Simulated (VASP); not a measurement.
# Gd (P6_3/mmc) in VASP: single point with PBE

Aim: the single point of Gd with PBE.

All numbers are computed with VASP 6.6.1; they aren't measurements. Logs are shortened: lines on timing, memory, paths and dates and some standing lists are left out, and cuts for length are marked.

## (1) The cell of the first run

Symmetry: P6_3/mmc, No. 194, hexagonal system. The conventional cell has a = 3.636 Å, b = 3.636 Å, c = 5.783 Å, α = 90.00°, β = 90.00°, γ = 120.00°. Gd (site symmetry -6m2) has 12 Gd at 3.57 to 3.64 Å within 4.7 Å.

## (2) Single point, PBE, collinear spin, ferromagnetic start

Contents of INCAR:

```
ALGO = Fast
EDIFF = 1E-7
ENCUT = 520
GGA = PE
ISIF = 2
ISMEAR = 0
ISPIN = 2
LASPH = True
LCHARG = False
LMAXMIX = 6
LORBIT = 11
LREAL = False
LWAVE = False
MAGMOM = 7 7
NBANDS = 29
NELM = 150
PREC = Accurate
SIGMA = 0.1
```

Contents of KPOINTS:

```
k-points
0
Gamma
  6 6 4
```

Contents of POSCAR:

```
Gd
1.0
    3.6360000000      0.0000000000      0.0000000000
   -1.8180000000      3.1488683680      0.0000000000
    0.0000000000      0.0000000000      5.7826000000
Gd
2
Direct
    0.3333333330      0.6666666670      0.2500000000
    0.6666666670      0.3333333330      0.7500000000
```

Potentials or basis: VASP PAW PBE potentials, release 64 (Gd).

Started as:

```console
cat potpaw_PBE.64/Gd/POTCAR > POTCAR
mpirun -np 1 vasp_std > vasp.out
```

OUTCAR:

```text
EDIFF = 1E-7
   ENCUT = 520
   GGA = PE
   ISIF = 2
   ISMEAR = 0
   ISPIN = 2
   LASPH = True
   LORBIT = 11
   LREAL = False
   NELM = 150
   PREC = Accurate

 ion  position               nearest neighbor table
   1  0.333  0.667  0.250-
   2  0.667  0.333  0.750-

  LATTYP: Found a hexagonal cell.
 ALAT       =     3.6360000000
 C/A-ratio  =     1.5903740374

  Lattice vectors:

 A1 = (   3.6360000000,   0.0000000000,   0.0000000000)
 A2 = (  -1.8180000000,   3.1488683680,   0.0000000000)
 A3 = (   0.0000000000,   0.0000000000,   5.7826000000)

Analysis of symmetry for initial positions (statically):
=====================================================================
 Subroutine PRICEL returns:
 Original cell was already a primitive cell.

 Routine SETGRP: Setting up the symmetry group for a
 hexagonal supercell.

 Subroutine GETGRP returns: Found 24 space group operations
 (whereof 12 operations were pure point group operations)
 out of a pool of 24 trial point group operations.

The static configuration has the point symmetry D_3d.
 The point group associated with its full space group is D_6h.

Analysis of symmetry for dynamics (positions and initial velocities):
=====================================================================
 Subroutine PRICEL returns:
 Original cell was already a primitive cell.

 Routine SETGRP: Setting up the symmetry group for a
 hexagonal supercell.

 Subroutine GETGRP returns: Found 24 space group operations
 (whereof 12 operations were pure point group operations)
 out of a pool of 24 trial point group operations.

The dynamic configuration has the point symmetry D_3d.
 The point group associated with its full space group is D_6h.

Analysis of structural, dynamic, and magnetic symmetry:
=====================================================================
 Subroutine PRICEL returns:
 Original cell was already a primitive cell.

 Routine SETGRP: Setting up the symmetry group for a
 hexagonal supercell.

 Subroutine GETGRP returns: Found 24 space group operations
 (whereof 12 operations were pure point group operations)
 out of a pool of 24 trial point group operations.

The overall configuration has the point symmetry D_3d.
 The point group associated with its full space group is D_6h.

 Subroutine INISYM returns: Found 24 space group operations
 (whereof 12 operations are pure point group operations),
 and found     1 'primitive' translations

----------------------------------------------------------------------------------------

                                     Primitive cell

  volume of cell :      66.2066

  direct lattice vectors                    reciprocal lattice vectors
     3.636000000  0.000000000  0.000000000     0.275027503  0.158787203  0.000000000
    -1.818000000  3.148868368  0.000000000     0.000000000  0.317574406  0.000000000
     0.000000000  0.000000000  5.782600000     0.000000000  0.000000000  0.172932591

  length of vectors
     3.636000000  3.636000000  5.782600000     0.317574405  0.317574406  0.172932591

  position of ions in fractional coordinates (direct lattice)
     0.333333333  0.666666667  0.250000000
     0.666666667  0.333333333  0.750000000

  ion indices of the primitive-cell ions
   primitive index   ion index
                 1           1
                 2           2

----------------------------------------------------------------------------------------

 KPOINTS: k-points

Automatic generation of k-mesh.
 Grid dimensions read from file:
 generate k-points for:    6    6    4

 Generating k-lattice:

  Cartesian coordinates                     Fractional coordinates (reciprocal lattice)
     0.045837917  0.026464534  0.000000000     0.166666667  0.000000000  0.000000000
     0.000000000  0.052929068  0.000000000     0.000000000  0.166666667  0.000000000
     0.000000000  0.000000000  0.043233148     0.000000000  0.000000000  0.250000000

  Length of vectors
     0.052929068  0.052929068  0.043233148

  Shift w.r.t. Gamma in fractional coordinates (k-lattice)
     0.000000000  0.000000000  0.000000000

 Subroutine IBZKPT returns following result:
 ===========================================

 Found     21 irreducible k-points:

 Following reciprocal coordinates:
            Coordinates               Weight
  0.000000  0.000000  0.000000      1.000000
  0.166667 -0.000000  0.000000      6.000000
  0.333333 -0.000000  0.000000      6.000000
  0.500000  0.000000  0.000000      3.000000
  0.166667  0.166667  0.000000      6.000000
  0.333333  0.166667  0.000000     12.000000
[... 13 lines left out ...]
  0.333333  0.166667  0.500000     12.000000
  0.333333  0.333333  0.500000      2.000000
   k-points           NKPTS =     21   k-points in BZ     NKDIM =     21   number of bands    NBANDS=     29
   number of dos      NEDOS =    301   number of ions     NIONS =      2
   total plane-waves  NPLWV =  37632
   dimension x,y,z NGX =    28 NGY =   28 NGZ =   48
   dimension x,y,z NGXF=    56 NGYF=   56 NGZF=   96
   ions per type =               2
   NGX,Y,Z   is equivalent  to a cutoff of  12.80, 12.80, 13.80 a.u.
   NGXF,Y,Z  is equivalent  to a cutoff of  25.60, 25.60, 27.60 a.u.
 SYSTEM =  unknown system
   PREC   = accura    normal or accurate (medium, high low for compatibility)
   ISTART =      0    job   : 0-new  1-cont  2-samecut
   ICHARG =      2    charge: 1-file 2-atom 10-const
   ISPIN  =      2    spin polarized calculation?
   LNONCOLLINEAR =      F non collinear calculations
   LSORBIT =      F    spin-orbit coupling
   LASPH  =      T    aspherical Exc in radial PAW
   ENCUT  =  520.0 eV  38.22 Ry    6.18 a.u.   6.76  6.76 10.75*2*pi/ulx,y,z
   NELM   =    150;   NELMIN=  2; NELMDL= -5     # of ELM steps
   EDIFF  = 0.1E-06   stopping-criterion for ELM
   LREAL  =      F    real-space projection
   EDIFFG = 0.1E-05   stopping-criterion for IOM
   NSW    =      0    number of steps for IOM
   IBRION =     -1    ionic relax: 0-MD 1-quasi-New 2-CG
   NFREE  =      0    steps in history (QN), initial steepest desc. (CG)
   ISIF   =      2    stress and relaxation
   ISYM   =      2    0-nonsym 1-usesym 2-fastsym
   POTIM  = 0.5000    time-step for ionic-motion
   TEBEG  =    0.0;   TEEND  =   0.0 temperature during run
   PSTRESS=    0.0 pullay stress
   NELECT =      36.0000    total number of electrons
   NUPDOWN=      -1.0000    fix difference up-down
   EMIN   =  10.00;   EMAX   =-10.00  energy-range for DOS
   EFERMI =   0.00;   METHOD = LEGACY
   ISMEAR =     0;   SIGMA  =   0.10  broadening in eV -4-tet -1-fermi 0-gaus
   EFERMI_NEDOS =   21; number of points for ismear=-14 and -15
   IALGO  =     68    algorithm
   IMIX   =      4    mixing-type and parameters
     AMIX     =   0.40;   BMIX     =  1.00
     AMIX_MAG =   1.60;   BMIX_MAG =  1.00
  volume/ion in A,a.u.               =      33.10       223.39
  Fermi-wavevector in a.u.,A,eV,Ry     =   1.336211  2.525073 24.292668  1.785461
  Thomas-Fermi vector in A             =   2.464856
   LORBIT       =     11    0 simple, 1 ext, 2 COOP (PROOUT), +10 PAW based schemes
   GGA     = PE    functional components
   LHFCALC =     F    Hartree Fock is set to
   AEXX    =    0.0000 exact exchange contribution
   IVDW    =     0    specifies the selected vdW correction
   LEPSILON=     F    determine dielectric tensor
   LRPA    =     F    only Hartree local field effects (RPA)
 spin polarized calculation
 RMM-DIIS sequential band-by-band and
 Gauss-broadening in eV      SIGMA  =   0.10
  energy-cutoff  :      520.00
  volume of cell :       66.21
 maximum number of plane-waves:      1800
 NGX is ok and might be reduce to    28
   NGX = 13   NGY = 13   NGZ = 21

 number of electron      36.0000005 magnetization      15.4056024

 Free energy of the ion-electron system (eV)
  ---------------------------------------------------
  ext. energy  EPLUGINS =         0.00000000
  ---------------------------------------------------
  free energy    TOTEN  =       -23.41885986 eV

  energy without entropy =      -23.40246557  energy(sigma->0) =      -23.41066272

 E-fermi :   2.9524     XC(G=0):  -9.9660

 val. band max:        2.9323517324   @ k =   0.3333  -0.0000   0.2500
 cond. band min:       2.9595273882   @ k =   0.3333   0.3333   0.2500
 fundamental gap:      0.0271756558
 Fermi energy:         2.9524499410

 spin component 1

 k-point     1 :       0.0000    0.0000    0.0000
  band No.  band energies     occupation
      1     -42.3586      1.00000
      2     -42.2895      1.00000
      3     -20.1013      1.00000
      4     -19.4896      1.00000
      5     -19.4896      1.00000
      6     -19.3834      1.00000
[... 21 lines left out ...]
     28       4.4424      0.00000
     29       4.8996      0.00000

 k-point     2 :       0.1667   -0.0000    0.0000
  band No.  band energies     occupation
      1     -42.3454      1.00000
      2     -42.2844      1.00000
      3     -20.0423      1.00000
      4     -19.6143      1.00000
      5     -19.5297      1.00000
      6     -19.5122      1.00000
[... 21 lines left out ...]
     28       4.9130      0.00000
     29       4.9682      0.00000

 k-point     3 :       0.3333   -0.0000    0.0000
  band No.  band energies     occupation
      1     -42.3166      1.00000
      2     -42.2767      1.00000
      3     -19.8979      1.00000
      4     -19.8625      1.00000
      5     -19.7514      1.00000
      6     -19.6046      1.00000
[... 541 lines left out ...]
      4     -19.9830      1.00000
      5     -19.6579      1.00000
      6     -19.6579      1.00000
[... 21 lines left out ...]
     28       3.4918      0.00000
     29       5.3483      0.00000

 k-point    21 :       0.3333    0.3333    0.5000
  band No.  band energies     occupation
      1     -42.2828      1.00000
      2     -42.2828      1.00000
      3     -19.9466      1.00000
      4     -19.9466      1.00000
      5     -19.7741      1.00000
      6     -19.7741      1.00000
[... 21 lines left out ...]
     28       3.0688      0.04994
     29       5.4164      0.00000
 Fermi energy:         2.9524499410

 spin component 2

 k-point     1 :       0.0000    0.0000    0.0000
  band No.  band energies     occupation
      1     -39.1030      1.00000
      2     -39.0163      1.00000
      3     -17.8432      1.00000
      4     -17.0914      1.00000
      5     -17.0914      1.00000
      6     -16.9667      1.00000
[... 21 lines left out ...]
     28       5.8302      0.00000
     29       6.1493      0.00000

 k-point     2 :       0.1667   -0.0000    0.0000
  band No.  band energies     occupation
      1     -39.0865      1.00000
      2     -39.0100      1.00000
      3     -17.7719      1.00000
      4     -17.2441      1.00000
      5     -17.1406      1.00000
      6     -17.1234      1.00000
[... 21 lines left out ...]
     28       6.1355      0.00000
     29       6.1490      0.00000

 k-point     3 :       0.3333   -0.0000    0.0000
  band No.  band energies     occupation
      1     -39.0502      1.00000
      2     -39.0002      1.00000
      3     -17.5970      1.00000
      4     -17.5468      1.00000
      5     -17.4096      1.00000
      6     -17.2312      1.00000
[... 542 lines left out ...]
      5     -17.3014      1.00000
      6     -17.3014      1.00000
[... 21 lines left out ...]
     28       4.7694      0.00000
     29       6.5623      0.00000

 k-point    21 :       0.3333    0.3333    0.5000
  band No.  band energies     occupation
      1     -39.0078      1.00000
      2     -39.0078      1.00000
      3     -17.6423      1.00000
      4     -17.6423      1.00000
      5     -17.4446      1.00000
      6     -17.4446      1.00000
[... 21 lines left out ...]
     28       4.6369      0.00000
     29       6.5725      0.00000

------------------------ aborting loop because EDIFF is reached ----------------------------------------

  FORCE on cell =-STRESS in cart. coord.  units (eV):
  Direction    XX          YY          ZZ          XY          YZ          ZX
  --------------------------------------------------------------------------------------
  -------------------------------------------------------------------------------------
  Total        0.1329630      0.1329630      0.2696071      0.0000000      0.0000000     -0.0000000
  in kB        3.2176587      3.2176587      6.5243958      0.0000000      0.0000000     -0.0000000
  external PRESSURE =       4.3199044 kB  Pullay stress =       0.0000000 kB

 VOLUME and BASIS-vectors are now :
 -----------------------------------------------------------------------------
  energy-cutoff  :      520.00
  volume of cell :       66.21
      direct lattice vectors                 reciprocal lattice vectors
     3.636000000  0.000000000  0.000000000     0.275027503  0.158787203  0.000000000
    -1.818000000  3.148868368  0.000000000     0.000000000  0.317574406  0.000000000
     0.000000000  0.000000000  5.782600000     0.000000000  0.000000000  0.172932591

 POSITION                                       TOTAL-FORCE (eV/Angst)
 -----------------------------------------------------------------------------------
     -0.00000      2.09925      1.44565         0.000000     -0.000000      0.000000
      1.81800      1.04962      4.33695        -0.000000      0.000000      0.000000
 -----------------------------------------------------------------------------------
    total drift:                               -0.000001      0.000001     -0.000000

  FREE ENERGIE OF THE ION-ELECTRON SYSTEM (eV)
  ---------------------------------------------------
  free  energy   TOTEN  =       -23.4188598606 eV

  energy  without entropy=      -23.4024655746  energy(sigma->0) =      -23.41066272

 total charge

# of ion       s       p       d       f       tot
--------------------------------------------------
    1        2.073   5.567   0.576   6.976  15.193
    2        2.073   5.567   0.576   6.976  15.193
--------------------------------------------------
tot          4.146  11.134   1.152  13.953  30.385

 magnetization (x)

# of ion       s       p       d       f       tot
--------------------------------------------------
    1        0.004  -0.050   0.236   6.828   7.018
    2        0.004  -0.050   0.236   6.828   7.018
--------------------------------------------------
tot          0.009  -0.101   0.473  13.655  14.036
```

It took 12 min on 1 thread of Intel Xeon Platinum 8488C (Sapphire Rapids), shared host; peak memory 0.25 GiB.

Results:

```
Free energy                                           : -23.4189 eV
Pressure                                              : 0.4 GPa
Net moment                                            : 15.41 μB per cell
Site moments                                          : Gd +7.02 μB
Valence electrons inside the program's atomic spheres : Gd 15.19
```

Stress tensor (GPa, compression positive):
```
0.32 0.00 0.00
0.00 0.32 0.00
0.00 0.00 0.65
```

Caveat: spin-orbit coupling is left out, which moves the levels of the heavy elements; semilocal functionals describe open f shells poorly, which spoils levels, moments and volumes. The state reached can hang on the start; a lower one may exist.
